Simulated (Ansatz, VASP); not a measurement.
Sc2TiTe3: VASP beside Ansatz

File INCAR:

```
SYSTEM = Sc2TiTe3
PREC = Accurate
ENCUT = 520
EDIFF = 1E-6
ISMEAR = 0
SIGMA = 0.1
LREAL = .False.
LASPH = .True.
NELM = 150
ALGO = Normal
ISIF = 2
LWAVE = .False.
LCHARG = .False.
ISPIN = 2
MAGMOM = 1 1 1 0 0 0
LORBIT = 11
LMAXMIX = 4
GGA = PE
NBANDS = 39
```

File KPOINTS:

```
Automatic mesh
0
Gamma
  6 6 2
  0 0 0
```

The input POSCAR:

```
Sc2TiTe3
1.0
    4.1262473938      0.0000000000      0.0000000000
   -2.0631236969      3.5734350653      0.0000000000
    0.0000000000      0.0000000000     10.0033162809
Sc Ti Te
2 1 3
Direct
    0.3333333333      0.6666666667      0.8248562454
    0.6666666667      0.3333333333      0.1751437546
    0.0000000000      0.0000000000      0.5000000000
    0.6666666667      0.3333333333      0.6557701054
    0.0000000000      0.0000000000      0.0000000000
    0.3333333333      0.6666666667      0.3442298946
```

Input for Ansatz:

```yaml
crystal:
  lattice:
    - [4.1262473938, 0.0, 0.0]
    - [-2.0631236969, 3.5734350653, 0.0]
    - [0.0, 0.0, 10.0033162809]
  atoms:
    - { symbol: Sc, position: [0.3333333333, 0.6666666667, 0.8248562454], spin: 1.0 }
    - { symbol: Sc, position: [0.6666666667, 0.3333333333, 0.1751437546], spin: 1.0 }
    - { symbol: Ti, position: [0.0, 0.0, 0.5], spin: 1.0 }
    - { symbol: Te, position: [0.6666666667, 0.3333333333, 0.6557701054] }
    - { symbol: Te, position: [0.0, 0.0, 0.0] }
    - { symbol: Te, position: [0.3333333333, 0.6666666667, 0.3442298946] }
basis:
  ecutwfc: 420
kpoints:
  mp_grid: { grid: [6, 6, 2] }
hamiltonian:
  xc: pbe
scf:
  occupations: { method: gaussian, width: 0.1 }
  lower_state_search: "off"
output:
  forces: true
  stress: true
  eigenvalues: true
  populations: true
magnetization:
  spin_polarized: true
```

Alike in both runs: task single point; functional PBE; k mesh 6 × 6 × 2; occupations gaussian, width 0.1 eV; collinear spin.

```csv
,VASP,Ansatz
version,VASP 6.6.1,Ansatz 0.2.0
potentials or method,"VASP PAW PBE potentials, release 64 (Sc_sv, Ti_sv, Te), cutoff 520 eV","scalar-relativistic, plane waves, PAW"
valence electrons in the cell,52,82
```

```csv
,VASP,Ansatz,Ansatz less VASP
gap on the k mesh at the Fermi level (eV),none,none,-
pressure (GPa),1.0,0.9,-0.07
"traceless stress, the component that is largest in VASP (GPa)",-0.36,-0.36,0.000
rms of the force components (eV/Å),0.030,0.031,+0.0015
net moment per atom (μB),0.24,0.24,-0.001
size of the moment on the site where the two differ most (μB),1.22,1.24,+0.026
```

Site moments also hang on the region over which each program counts them. Atom by atom the forces differ by 0.004 eV/Å (rms over components). A gap of «none» marks a metal or a gap that the smearing closes. With one functional, cell and mesh, what is left measures potentials, basis and numerics. VASP's potentials hold 52 valence electrons a cell and Ansatz's 82, so a difference there can come from the potentials and not from the codes.

Spin-orbit coupling is off throughout.
